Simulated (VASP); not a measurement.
# Re (R-3m) in VASP: single point with PBE

Aim: the single point of Re with PBE.

Everything below comes from runs of VASP 6.6.1. Logs are shortened: lines on timing, memory, paths and dates and some standing lists are left out, and cuts for length are marked.

**1. The cell of the first run**

The structure is trigonal, space group R-3m (No. 166). Conventional cell: a = 2.751 Å, b = 2.751 Å, c = 7.047 Å, α = 90.00°, β = 90.00°, γ = 120.00°. Re (site symmetry -3m) has 12 Re at 2.75 to 2.84 Å within 3.6 Å.

**2. Single point, PBE (equal xy, yz and zx shear strains of +3 %)**

File INCAR:

```
PREC = Accurate
ENCUT = 520
EDIFF = 1E-6
ISMEAR = -1
SIGMA = 0.03
LREAL = False
LASPH = True
NELM = 100
ALGO = Normal
ISIF = 2
LWAVE = False
LCHARG = False
GGA = PE
NBANDS = 10
```

File KPOINTS:

```
regular mesh
0
Gamma
  14 14 14
```

File POSCAR:

```
Re
1.0
    0.0592500000      2.0046250000      2.0046250000
    2.0046250000      0.0592500000      2.0046250000
    2.0046250000      2.0046250000      0.0592500000
Re
1
Direct
    0.0000000000      0.0000000000      0.0000000000
```

Potentials or basis: VASP PAW PBE potentials, release 64 (Re).

The run is started by

```console
cat potpaw_PBE.64/Re/POTCAR > POTCAR
mpirun -np 1 vasp_std > vasp.out
```

OUTCAR:

```text
PREC = Accurate
   ENCUT = 520
   EDIFF = 1E-6
   ISMEAR = -1
   LREAL = False
   LASPH = True
   NELM = 100
   ISIF = 2
   GGA = PE

 ion  position               nearest neighbor table
   1  0.000  0.000  0.000-

  LATTYP: Found a trigonal (rhomboedric) cell.
 ALAT       =     2.8355869487
 COS(alpha) =     0.5293254421

  Lattice vectors:

 A1 = (   0.0592500000,   2.0046250000,   2.0046250000)
 A2 = (   2.0046250000,   0.0592500000,   2.0046250000)
 A3 = (   2.0046250000,   2.0046250000,   0.0592500000)

Analysis of symmetry for initial positions (statically):
=====================================================================
 Subroutine PRICEL returns:
 Original cell was already a primitive cell.

 Routine SETGRP: Setting up the symmetry group for a
 trigonal (rhombohedral) supercell.

 Subroutine GETGRP returns: Found 12 space group operations
 (whereof 12 operations were pure point group operations)
 out of a pool of 12 trial point group operations.

The static configuration has the point symmetry D_3d.

Analysis of symmetry for dynamics (positions and initial velocities):
=====================================================================
 Subroutine PRICEL returns:
 Original cell was already a primitive cell.

 Routine SETGRP: Setting up the symmetry group for a
 trigonal (rhombohedral) supercell.

 Subroutine GETGRP returns: Found 12 space group operations
 (whereof 12 operations were pure point group operations)
 out of a pool of 12 trial point group operations.

The dynamic configuration has the point symmetry D_3d.

 Subroutine INISYM returns: Found 12 space group operations
 (whereof 12 operations are pure point group operations),
 and found     1 'primitive' translations

----------------------------------------------------------------------------------------

                                     Primitive cell

  volume of cell :      15.3972

  direct lattice vectors                    reciprocal lattice vectors
     0.059250000  2.004625000  2.004625000    -0.260762862  0.253276847  0.253276847
     2.004625000  0.059250000  2.004625000     0.253276847 -0.260762862  0.253276847
     2.004625000  2.004625000  0.059250000     0.253276847  0.253276847 -0.260762862

  length of vectors
     2.835586949  2.835586949  2.835586949     0.443052585  0.443052585  0.443052585

  position of ions in fractional coordinates (direct lattice)
     0.000000000  0.000000000  0.000000000

  ion indices of the primitive-cell ions
   primitive index   ion index
                 1           1

----------------------------------------------------------------------------------------

 KPOINTS: regular mesh

Automatic generation of k-mesh.
 Grid dimensions read from file:
 generate k-points for:   14   14   14

 Generating k-lattice:

  Cartesian coordinates                     Fractional coordinates (reciprocal lattice)
    -0.018625919  0.018091203  0.018091203     0.071428571  0.000000000 -0.000000000
     0.018091203 -0.018625919  0.018091203     0.000000000  0.071428571 -0.000000000
     0.018091203  0.018091203 -0.018625919     0.000000000  0.000000000  0.071428571

  Length of vectors
     0.031646613  0.031646613  0.031646613

  Shift w.r.t. Gamma in fractional coordinates (k-lattice)
     0.000000000  0.000000000  0.000000000

 Subroutine IBZKPT returns following result:
 ===========================================

 Found    288 irreducible k-points:

 Following reciprocal coordinates:
            Coordinates               Weight
  0.000000  0.000000  0.000000      1.000000
  0.071429  0.000000  0.000000      6.000000
  0.142857  0.000000  0.000000      6.000000
  0.214286  0.000000  0.000000      6.000000
  0.285714  0.000000 -0.000000      6.000000
  0.357143  0.000000  0.000000      6.000000
[... 16 lines left out ...]
  0.214286  0.142857  0.000000     12.000000
  0.285714  0.142857  0.000000     12.000000
 [... further k-points ...]
   k-points           NKPTS =    288   k-points in BZ     NKDIM =    288   number of bands    NBANDS=     10
   number of dos      NEDOS =    301   number of ions     NIONS =      1
   total plane-waves  NPLWV =  13824
   dimension x,y,z NGX =    24 NGY =   24 NGZ =   24
   dimension x,y,z NGXF=    48 NGYF=   48 NGZF=   48
   ions per type =               1
   NGX,Y,Z   is equivalent  to a cutoff of  14.07, 14.07, 14.07 a.u.
   NGXF,Y,Z  is equivalent  to a cutoff of  28.14, 28.14, 28.14 a.u.
 SYSTEM =  unknown system
   PREC   = accura    normal or accurate (medium, high low for compatibility)
   ISTART =      0    job   : 0-new  1-cont  2-samecut
   ICHARG =      2    charge: 1-file 2-atom 10-const
   ISPIN  =      1    spin polarized calculation?
   LNONCOLLINEAR =      F non collinear calculations
   LSORBIT =      F    spin-orbit coupling
   LASPH  =      T    aspherical Exc in radial PAW
   ENCUT  =  520.0 eV  38.22 Ry    6.18 a.u.   5.27  5.27  5.27*2*pi/ulx,y,z
   NELM   =    100;   NELMIN=  2; NELMDL= -5     # of ELM steps
   EDIFF  = 0.1E-05   stopping-criterion for ELM
   LREAL  =      F    real-space projection
   EDIFFG = 0.1E-04   stopping-criterion for IOM
   NSW    =      0    number of steps for IOM
   IBRION =     -1    ionic relax: 0-MD 1-quasi-New 2-CG
   NFREE  =      0    steps in history (QN), initial steepest desc. (CG)
   ISIF   =      2    stress and relaxation
   ISYM   =      2    0-nonsym 1-usesym 2-fastsym
   POTIM  = 0.5000    time-step for ionic-motion
   TEBEG  =    0.0;   TEEND  =   0.0 temperature during run
   PSTRESS=    0.0 pullay stress
   NELECT =       7.0000    total number of electrons
   NUPDOWN=      -1.0000    fix difference up-down
   EMIN   =  10.00;   EMAX   =-10.00  energy-range for DOS
   EFERMI =   0.00;   METHOD = LEGACY
   ISMEAR =    -1;   SIGMA  =   0.03  broadening in eV -4-tet -1-fermi 0-gaus
   EFERMI_NEDOS =   21; number of points for ismear=-14 and -15
   IALGO  =     38    algorithm
   IMIX   =      4    mixing-type and parameters
     AMIX     =   0.40;   BMIX     =  1.00
     AMIX_MAG =   1.60;   BMIX_MAG =  1.00
  volume/ion in A,a.u.               =      15.40       103.91
  Fermi-wavevector in a.u.,A,eV,Ry     =   1.258811  2.378808 21.559861  1.584605
  Thomas-Fermi vector in A             =   2.392402
   LORBIT       =      0    0 simple, 1 ext, 2 COOP (PROOUT), +10 PAW based schemes
   GGA     = PE    functional components
   LHFCALC =     F    Hartree Fock is set to
   AEXX    =    0.0000 exact exchange contribution
   IVDW    =     0    specifies the selected vdW correction
   LEPSILON=     F    determine dielectric tensor
   LRPA    =     F    only Hartree local field effects (RPA)
 non-spin polarized calculation
  energy-cutoff  :      520.00
  volume of cell :       15.40
 maximum number of plane-waves:       425
 NGX is ok and might be reduce to    24
   NGX = 11   NGY = 11   NGZ = 11

 number of electron       7.0000000 magnetization

 Free energy of the ion-electron system (eV)
  ---------------------------------------------------
  ext. energy  EPLUGINS =         0.00000000
  ---------------------------------------------------
  free energy    TOTEN  =       -12.32285879 eV

  energy without entropy =      -12.31970837  energy(sigma->0) =      -12.32128358

 E-fermi :   7.6141     XC(G=0): -13.4796

 val. band max:        7.6127613758   @ k =   0.3571   0.2143   0.1429
 cond. band min:       7.6144902407   @ k =  -0.1429   0.1429   0.0714
 fundamental gap:      0.0017288649
 Fermi energy:         7.6141429583

 k-point     1 :       0.0000    0.0000    0.0000
  band No.  band energies     occupation
      1      -2.2134      2.00000
      2       5.2818      2.00000
      3       6.0335      2.00000
      4       6.0335      2.00000
      5       8.8149      0.00000
      6       8.8149      0.00000
      7      21.4374      0.00000
      8      26.0669      0.00000
      9      27.3246      0.00000
     10      27.3246      0.00000

 k-point     2 :       0.0714    0.0000    0.0000
  band No.  band energies     occupation
      1      -1.9828      2.00000
      2       5.3688      2.00000
      3       5.8866      2.00000
      4       6.1650      2.00000
      5       8.7085      0.00000
      6       8.7241      0.00000
      7      21.8856      0.00000
      8      25.8735      0.00000
      9      26.7605      0.00000
     10      27.7201      0.00000

 k-point     3 :       0.1429    0.0000    0.0000
  band No.  band energies     occupation
      1      -1.3318      2.00000
      2       5.3759      2.00000
      3       5.7418      2.00000
      4       6.4844      2.00000
      5       8.5070      0.00000
      6       8.5601      0.00000
      7      22.8955      0.00000
      8      24.3258      0.00000
      9      27.8816      0.00000
     10      28.8447      0.00000

 k-point     4 :       0.2143    0.0000    0.0000
  band No.  band energies     occupation
      1      -0.4072      2.00000
      2       5.0985      2.00000
      3       5.8557      2.00000
      4       6.6961      2.00000
      5       8.5308      0.00000
      6       8.6836      0.00000
      7      22.0880      0.00000
      8      24.8321      0.00000
      9      29.6775      0.00000
     10      30.5253      0.00000
[... 222 lines left out ...]
 k-point    22 :       0.1429    0.1429    0.0000
  band No.  band energies     occupation
      1      -1.0598      2.00000
      2       4.7937      2.00000
      3       6.2987      2.00000
      4       6.7409      2.00000
      5       7.6520      0.44184
      6       9.1823      0.00000
      7      23.5988      0.00000
      8      25.3121      0.00000
      9      26.9410      0.00000
     10      27.8180      0.00000

 k-point    23 :       0.2143    0.1429    0.0000
  band No.  band energies     occupation
      1      -0.3521      2.00000
      2       4.4412      2.00000
      3       6.4784      2.00000
      4       6.9130      2.00000
      5       7.5882      1.40710
      6       9.3652      0.00000
      7      24.2665      0.00000
      8      24.9598      0.00000
      9      27.1979      0.00000
     10      28.4993      0.00000

 k-point    24 :       0.2857    0.1429    0.0000
  band No.  band energies     occupation
      1       0.5648      2.00000
      2       4.2278      2.00000
      3       6.0755      2.00000
      4       6.8707      2.00000
      5       8.4431      0.00000
      6       9.7597      0.00000
      7      22.7997      0.00000
      8      25.8680      0.00000
      9      27.2901      0.00000
     10      28.7470      0.00000

 [... further k-points ...]

------------------------ aborting loop because EDIFF is reached ----------------------------------------

  FORCE on cell =-STRESS in cart. coord.  units (eV):
  Direction    XX          YY          ZZ          XY          YZ          ZX
  --------------------------------------------------------------------------------------
  -------------------------------------------------------------------------------------
  Total       -0.8458717     -0.8458717     -0.8458717     -0.5372053     -0.5372053     -0.5372053
  in kB      -88.0185230    -88.0185230    -88.0185230    -55.8997518    -55.8997518    -55.8997518
  external PRESSURE =     -88.0185230 kB  Pullay stress =       0.0000000 kB

 VOLUME and BASIS-vectors are now :
 -----------------------------------------------------------------------------
  energy-cutoff  :      520.00
  volume of cell :       15.40
      direct lattice vectors                 reciprocal lattice vectors
     0.059250000  2.004625000  2.004625000    -0.260762862  0.253276847  0.253276847
     2.004625000  0.059250000  2.004625000     0.253276847 -0.260762862  0.253276847
     2.004625000  2.004625000  0.059250000     0.253276847  0.253276847 -0.260762862

 POSITION                                       TOTAL-FORCE (eV/Angst)
 -----------------------------------------------------------------------------------
      0.00000      0.00000      0.00000         0.000000      0.000000     -0.000000
 -----------------------------------------------------------------------------------
    total drift:                               -0.000000      0.000000      0.000000

  FREE ENERGIE OF THE ION-ELECTRON SYSTEM (eV)
  ---------------------------------------------------
  free  energy   TOTEN  =       -12.3228587851 eV

  energy  without entropy=      -12.3197083686  energy(sigma->0) =      -12.32128358
```

Wall time 25 s (1 thread of Intel Xeon Platinum 8375C at 2.90GHz (Ice Lake), shared host); peak memory 0.17 GiB.

What came out:

```yaml
Free_energy: -12.3229 eV
Pressure: -8.8 GPa
Band_gap_on_the_k_mesh: zero (an odd number of electrons rules out a gap without spin polarisation)
```

Stress tensor (GPa, compression positive):
```
-8.80 -5.59 -5.59
-5.59 -8.80 -5.59
-5.59 -5.59 -8.80
```

Levels at points of the mesh, in eV from the Fermi level:
```
           k point  band 1  band 2  band 3  band 4  band 5  band 6  band 7  band 8  band 9
(0.00, 0.00, 0.00)   -9.83   -2.33   -1.58   -1.58    1.20    1.20   13.82   18.45   19.71
(0.50, 0.00, 0.00)   -6.54   -2.45   -1.64    0.30    3.23    3.91    9.57   13.24   18.88
(0.50, 0.50, 0.00)   -6.45   -5.63    2.61    3.40    4.18    4.34   11.40   12.26   12.43
(0.50, 0.50, 0.50)   -6.67   -1.86   -1.86   -0.32    3.40    3.40    8.66   13.72   20.12
```

Caveat: the cell differs from its parent crystal (equal xy, yz and zx shear strains of +3 %); the cell stands under tension; spin-orbit coupling is left out, which moves the levels of the heavy elements.
